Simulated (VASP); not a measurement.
# BN in VASP: notebook

Runs on BN. Level: PBE. Tasks: single point.

All numbers are computed with VASP 6.6.1; they aren't measurements. Logs are shortened: lines on timing, memory, paths and dates and some standing lists are left out, and cuts for length are marked.

## Step 1: The cell of the first run

It takes space group R3m (No. 160, trigonal). The conventional cell has a = 2.552 Å, b = 2.552 Å, c = 6.221 Å, α = 90.00°, β = 90.00°, γ = 120.00°. Within 2.1 Å of B (site symmetry 3m) lie 4 N at 1.56 Å. N (site symmetry 3m) has 4 B at 1.56 Å within 2.1 Å.

## Step 2: Single point, PBE (strain along [111] -0.5%)

File INCAR:

```
SYSTEM = BN
ALGO     = Normal         ! electronic algorithm
EDIFF    = 1E-6           ! SCF threshold, eV
ENCUT    = 520            ! plane-wave cutoff, eV
GGA      = PE             ! functional
ISIF     = 2              ! what is computed and relaxed
ISMEAR   = 0              ! smearing method
LASPH    = .TRUE.         ! aspherical terms in the spheres
LCHARG   = .TRUE.         ! write CHGCAR
LELF     = .TRUE.         ! ELF
LREAL    = .FALSE.        ! projectors in reciprocal space
LVHAR    = .TRUE.       
LWAVE    = .FALSE.        ! write WAVECAR
NBANDS   = 11             ! bands
NELM     = 100            ! most SCF steps
PREC     = Accurate       ! precision mode
SIGMA    = 0.01           ! smearing width, eV
```

File KPOINTS:

```
k-points
0
G
  6 6 6
  0 0 0
```

File POSCAR:

```
BN
1.0
   -0.0060160848      1.7988093648      1.7988093648
    1.7988093648     -0.0060160848      1.7988093648
    1.7988093648      1.7988093648     -0.0060160848
B N
1 1
Direct
    0.0000000000      0.0000000000      0.0000000000
    0.2500000000      0.2500000000      0.2500000000
```

Potentials or basis: VASP PAW PBE potentials, release 64 (B, N).

Launch:

```
cat potpaw_PBE.64/B/POTCAR potpaw_PBE.64/N/POTCAR > POTCAR
mpirun -np 1 vasp_std > vasp.out
```

OUTCAR:

```text
SYSTEM = BN
   EDIFF = 1E-6
   ENCUT = 520
   GGA = PE
   ISIF = 2
   ISMEAR = 0
   LASPH = .TRUE.
   LREAL = .FALSE.
   NELM = 100
   PREC = Accurate

 ion  position               nearest neighbor table
   1  0.000  0.000  0.000-   2 1.56   2 1.56   2 1.56   2 1.56
   2  0.250  0.250  0.250-   1 1.56   1 1.56   1 1.56   1 1.56

  LATTYP: Found a trigonal (rhomboedric) cell.
 ALAT       =     2.5439077136
 COS(alpha) =     0.4966527407

  Lattice vectors:

 A1 = (  -0.0060160848,   1.7988093648,   1.7988093648)
 A2 = (   1.7988093648,  -0.0060160848,   1.7988093648)
 A3 = (   1.7988093648,   1.7988093648,  -0.0060160848)

Analysis of symmetry for initial positions (statically):
=====================================================================
 Subroutine PRICEL returns:
 Original cell was already a primitive cell.

 Routine SETGRP: Setting up the symmetry group for a
 trigonal (rhombohedral) supercell.

 Subroutine GETGRP returns: Found  6 space group operations
 (whereof  6 operations were pure point group operations)
 out of a pool of 12 trial point group operations.

The static configuration has the point symmetry C_3v.

Analysis of symmetry for dynamics (positions and initial velocities):
=====================================================================
 Subroutine PRICEL returns:
 Original cell was already a primitive cell.

 Routine SETGRP: Setting up the symmetry group for a
 trigonal (rhombohedral) supercell.

 Subroutine GETGRP returns: Found  6 space group operations
 (whereof  6 operations were pure point group operations)
 out of a pool of 12 trial point group operations.

The dynamic configuration has the point symmetry C_3v.

 Subroutine INISYM returns: Found  6 space group operations
 (whereof  6 operations are pure point group operations),
 and found     1 'primitive' translations

----------------------------------------------------------------------------------------

                                     Primitive cell

  volume of cell :      11.6993

  direct lattice vectors                    reciprocal lattice vectors
    -0.006016085  1.798809365  1.798809365    -0.276571055  0.277499146  0.277499146
     1.798809365 -0.006016085  1.798809365     0.277499146 -0.276571055  0.277499146
     1.798809365  1.798809365 -0.006016085     0.277499146  0.277499146 -0.276571055

  length of vectors
     2.543907714  2.543907714  2.543907714     0.480107384  0.480107384  0.480107384

  position of ions in fractional coordinates (direct lattice)
     0.000000000  0.000000000  0.000000000
     0.250000000  0.250000000  0.250000000

  ion indices of the primitive-cell ions
   primitive index   ion index
                 1           1
                 2           2

----------------------------------------------------------------------------------------

 KPOINTS: k-points

Automatic generation of k-mesh.
 Grid dimensions read from file:
 generate k-points for:    6    6    6

 Generating k-lattice:

  Cartesian coordinates                     Fractional coordinates (reciprocal lattice)
    -0.046095176  0.046249858  0.046249858     0.166666667  0.000000000  0.000000000
     0.046249858 -0.046095176  0.046249858     0.000000000  0.166666667  0.000000000
     0.046249858  0.046249858 -0.046095176     0.000000000  0.000000000  0.166666667

  Length of vectors
     0.080017897  0.080017897  0.080017897

  Shift w.r.t. Gamma in fractional coordinates (k-lattice)
     0.000000000  0.000000000  0.000000000

 Subroutine IBZKPT returns following result:
 ===========================================

 Found     32 irreducible k-points:

 Following reciprocal coordinates:
            Coordinates               Weight
  0.000000  0.000000  0.000000      1.000000
  0.166667 -0.000000 -0.000000      6.000000
  0.333333 -0.000000 -0.000000      6.000000
  0.500000  0.000000 -0.000000      3.000000
  0.166667  0.166667 -0.000000      6.000000
  0.333333  0.166667 -0.000000     12.000000
[... 16 lines left out ...]
  0.500000  0.500000  0.166667      6.000000
 -0.333333  0.500000  0.166667     12.000000
 [... further k-points ...]
   k-points           NKPTS =     32   k-points in BZ     NKDIM =     32   number of bands    NBANDS=     11
   number of dos      NEDOS =    301   number of ions     NIONS =      2
   total plane-waves  NPLWV =   8000
   dimension x,y,z NGX =    20 NGY =   20 NGZ =   20
   dimension x,y,z NGXF=    40 NGYF=   40 NGZF=   40
   ions per type =               1   1
   NGX,Y,Z   is equivalent  to a cutoff of  13.07, 13.07, 13.07 a.u.
   NGXF,Y,Z  is equivalent  to a cutoff of  26.14, 26.14, 26.14 a.u.
 SYSTEM =  BN
   PREC   = accura    normal or accurate (medium, high low for compatibility)
   ISTART =      0    job   : 0-new  1-cont  2-samecut
   ICHARG =      2    charge: 1-file 2-atom 10-const
   ISPIN  =      1    spin polarized calculation?
   LNONCOLLINEAR =      F non collinear calculations
   LSORBIT =      F    spin-orbit coupling
   LASPH  =      T    aspherical Exc in radial PAW
   ENCUT  =  520.0 eV  38.22 Ry    6.18 a.u.   4.73  4.73  4.73*2*pi/ulx,y,z
   NELM   =    100;   NELMIN=  2; NELMDL= -5     # of ELM steps
   EDIFF  = 0.1E-05   stopping-criterion for ELM
   LREAL  =      F    real-space projection
   EDIFFG = 0.1E-04   stopping-criterion for IOM
   NSW    =      0    number of steps for IOM
   IBRION =     -1    ionic relax: 0-MD 1-quasi-New 2-CG
   NFREE  =      0    steps in history (QN), initial steepest desc. (CG)
   ISIF   =      2    stress and relaxation
   ISYM   =      2    0-nonsym 1-usesym 2-fastsym
   POTIM  = 0.5000    time-step for ionic-motion
   TEBEG  =    0.0;   TEEND  =   0.0 temperature during run
   PSTRESS=    0.0 pullay stress
   NELECT =       8.0000    total number of electrons
   NUPDOWN=      -1.0000    fix difference up-down
   EMIN   =  10.00;   EMAX   =-10.00  energy-range for DOS
   EFERMI =   0.00;   METHOD = LEGACY
   ISMEAR =     0;   SIGMA  =   0.01  broadening in eV -4-tet -1-fermi 0-gaus
   EFERMI_NEDOS =   21; number of points for ismear=-14 and -15
   IALGO  =     38    algorithm
   IMIX   =      4    mixing-type and parameters
     AMIX     =   0.40;   BMIX     =  1.00
     AMIX_MAG =   1.60;   BMIX_MAG =  1.00
  volume/ion in A,a.u.               =       5.85        39.48
  Fermi-wavevector in a.u.,A,eV,Ry     =   1.442288  2.725529 28.302759  2.080194
  Thomas-Fermi vector in A             =   2.560825
   LORBIT       =      0    0 simple, 1 ext, 2 COOP (PROOUT), +10 PAW based schemes
   GGA     = PE    functional components
   LHFCALC =     F    Hartree Fock is set to
   AEXX    =    0.0000 exact exchange contribution
   IVDW    =     0    specifies the selected vdW correction
   LEPSILON=     F    determine dielectric tensor
   LRPA    =     F    only Hartree local field effects (RPA)
 non-spin polarized calculation
 Gauss-broadening in eV      SIGMA  =   0.01
  energy-cutoff  :      520.00
  volume of cell :       11.70
 maximum number of plane-waves:       331
   NGX =  9   NGY =  9   NGZ =  9

 number of electron       7.9999999 magnetization

 Free energy of the ion-electron system (eV)
  ---------------------------------------------------
  ext. energy  EPLUGINS =         0.00000000
  ---------------------------------------------------
  free energy    TOTEN  =       -17.44148776 eV

  energy without entropy =      -17.44148776  energy(sigma->0) =      -17.44148776

 E-fermi :   7.6040     XC(G=0): -12.8680

 val. band max:        7.5353500866   @ k =   0.0000   0.0000   0.0000
 cond. band min:      11.9893985977   @ k =   0.5000   0.5000   0.0000
 fundamental gap:      4.4540485111
 Fermi energy:         7.6039998869

 k-point     1 :       0.0000    0.0000    0.0000
  band No.  band energies     occupation
      1     -12.8172      2.00000
      2       7.5162      2.00000
      3       7.5162      2.00000
      4       7.5354      2.00000
      5      16.3402      0.00000
      6      16.3402      0.00000
      7      16.4671      0.00000
      8      18.0351      0.00000
      9      32.4510      0.00000
     10      35.4047      0.00000
     11      35.4047      0.00000

 k-point     2 :       0.1667   -0.0000   -0.0000
  band No.  band energies     occupation
      1     -12.1437      2.00000
      2       4.4771      2.00000
      3       6.8968      2.00000
      4       6.9076      2.00000
      5      16.9537      0.00000
      6      17.2580      0.00000
      7      17.3824      0.00000
      8      19.8725      0.00000
      9      31.5813      0.00000
     10      31.6166      0.00000
     11      31.7134      0.00000

 k-point     3 :       0.3333   -0.0000   -0.0000
  band No.  band energies     occupation
      1     -10.2689      2.00000
      2      -0.4136      2.00000
      3       5.9570      2.00000
      4       5.9590      2.00000
      5      17.5663      0.00000
      6      18.1876      0.00000
      7      18.2952      0.00000
      8      22.1570      0.00000
      9      30.8875      0.00000
     10      31.9522      0.00000
     11      32.1151      0.00000

 k-point     4 :       0.5000    0.0000   -0.0000
  band No.  band energies     occupation
      1      -8.5687      2.00000
      2      -3.2604      2.00000
      3       5.5731      2.00000
      4       5.5813      2.00000
      5      17.8137      0.00000
      6      18.2416      0.00000
      7      18.3481      0.00000
      8      22.8723      0.00000
      9      31.1197      0.00000
     10      34.4698      0.00000
     11      34.4758      0.00000
[... 239 lines left out ...]
 k-point    22 :      -0.1667    0.3333    0.1667
  band No.  band energies     occupation
      1      -8.7709      2.00000
      2       0.0383      2.00000
      3       2.0333      2.00000
      4       3.9498      2.00000
      5      16.3600      0.00000
      6      19.4951      0.00000
      7      20.8427      0.00000
      8      23.2095      0.00000
      9      27.2817      0.00000
     10      33.2628      0.00000
     11      35.9468      0.00000

 k-point    23 :       0.5000    0.5000    0.1667
  band No.  band energies     occupation
      1      -7.7193      2.00000
      2      -0.6639      2.00000
      3       1.5649      2.00000
      4       3.1295      2.00000
      5      13.7467      0.00000
      6      18.7480      0.00000
      7      23.8379      0.00000
      8      23.9200      0.00000
      9      27.7432      0.00000
     10      34.3764      0.00000
     11      37.8843      0.00000

 k-point    24 :      -0.3333    0.5000    0.1667
  band No.  band energies     occupation
      1      -6.9410      2.00000
      2      -0.7238      2.00000
      3       1.2667      2.00000
      4       1.3160      2.00000
      5      15.3266      0.00000
      6      19.6154      0.00000
      7      22.7239      0.00000
      8      24.4458      0.00000
      9      27.2393      0.00000
     10      33.5741      0.00000
     11      37.8644      0.00000

 [... further k-points ...]
[... 5 lines left out ...]
  --------------------------------------------------------------------------------------
  -------------------------------------------------------------------------------------
  Total        0.5155344      0.5155344      0.5155344      0.1140686      0.1140686      0.1140686
  in kB       70.6007805     70.6007805     70.6007805     15.6213361     15.6213361     15.6213361
  external PRESSURE =      70.6007805 kB  Pullay stress =       0.0000000 kB

 VOLUME and BASIS-vectors are now :
 -----------------------------------------------------------------------------
  energy-cutoff  :      520.00
  volume of cell :       11.70
      direct lattice vectors                 reciprocal lattice vectors
    -0.006016085  1.798809365  1.798809365    -0.276571055  0.277499146  0.277499146
     1.798809365 -0.006016085  1.798809365     0.277499146 -0.276571055  0.277499146
     1.798809365  1.798809365 -0.006016085     0.277499146  0.277499146 -0.276571055

 POSITION                                       TOTAL-FORCE (eV/Angst)
 -----------------------------------------------------------------------------------
      0.00000      0.00000      0.00000        -0.008498     -0.008498     -0.008498
      0.89790      0.89790      0.89790         0.008498      0.008498      0.008498
 -----------------------------------------------------------------------------------
    total drift:                               -0.000004     -0.000004     -0.000004

  FREE ENERGIE OF THE ION-ELECTRON SYSTEM (eV)
  ---------------------------------------------------
  free  energy   TOTEN  =       -17.4414877643 eV

  energy  without entropy=      -17.4414877643  energy(sigma->0) =      -17.44148776
```

Wall time 6.5 s (1 thread of Intel Xeon Platinum 8259CL at 2.50GHz (Skylake/Cascade Lake), shared host); peak memory 0.12 GiB.

Results:

```
Free energy            : -17.4415 eV
Pressure               : 7.1 GPa
Largest force          : 0.015 eV/Å
Band gap on the k mesh : 4.45 eV (least direct gap 8.80 eV)
```

Forces in eV/Å, atoms in the order of the input:
```
B   -0.008 -0.008 -0.008
N    0.008  0.008  0.008
```

Stress tensor (GPa, compression positive):
```
7.06 1.56 1.56
1.56 7.06 1.56
1.56 1.56 7.06
```

Caveat: the k points lie up to 0.50 Å⁻¹ apart; the cell differs from its parent crystal (strain along [111] -0.5%). A k mesh can miss the band edges.

## Step 3: Single point, PBE (uniaxial z strain +2.5%)

File INCAR:

```
SYSTEM = BN
ALGO = Normal
EDIFF = 1E-7
ENCUT = 520
GGA = PE
ISIF = 2
ISMEAR = 0
LASPH = .True.
LCHARG = .True.
LELF = .True.
LREAL = .False.
LVHAR = .True.
LWAVE = .False.
NBANDS = 11
NELM = 80
PREC = Accurate
SIGMA = 0.01
```

File KPOINTS:

```
k-points
0
Gamma
  6 6 6
  0 0 0
```

File POSCAR:

```
BN
1.0
    0.0000000000      1.8048254497      1.8499460859
    1.8048254497      0.0000000000      1.8499460859
    1.8048254497      1.8048254497      0.0000000000
B N
1 1
Direct
    0.0000000000      0.0000000000      0.0000000000
    0.2500000000      0.2500000000      0.2500000000
```

Potentials or basis: VASP PAW PBE potentials, release 64 (B, N).

Launch:

```
cat potpaw_PBE.64/B/POTCAR potpaw_PBE.64/N/POTCAR > POTCAR
mpirun -np 1 vasp_std > vasp.out
```

Wall time 6.6 s (1 thread of Intel Xeon Platinum 8259CL at 2.50GHz (Skylake/Cascade Lake), shared host); peak memory 0.12 GiB.

The run converged. Its results:

- Free energy: -17.4361 eV
- Pressure: -4.2 GPa
- Band gap on the k mesh: 4.22 eV (least direct gap 8.58 eV)

Stress tensor (GPa, compression positive):
```
  0.93   0.00   0.00
  0.00   0.93   0.00
  0.00   0.00 -14.48
```

Levels at points of the mesh, in eV from the valence-band top:
```csv
k point,band 1,band 2,band 3,band 4,band 5,band 6,band 7,band 8
"(0.00, 0.00, 0.00)",-20.09,-0.25,0.00,0.00,8.58,8.58,8.76,9.93
"(0.50, 0.00, 0.00)",-15.96,-10.59,-2.17,-1.80,9.57,10.60,10.64,14.97
"(0.50, 0.50, 0.00)",-14.81,-9.10,-4.67,-4.67,4.64,9.41,17.48,17.48
"(0.50, 0.00, 0.50)",-14.53,-8.75,-5.00,-4.99,4.22,8.84,17.33,17.71
```

Caveat: the k points lie up to 0.50 Å⁻¹ apart; the cell differs from its parent crystal (uniaxial z strain +2.5%). A k mesh can miss the band edges.
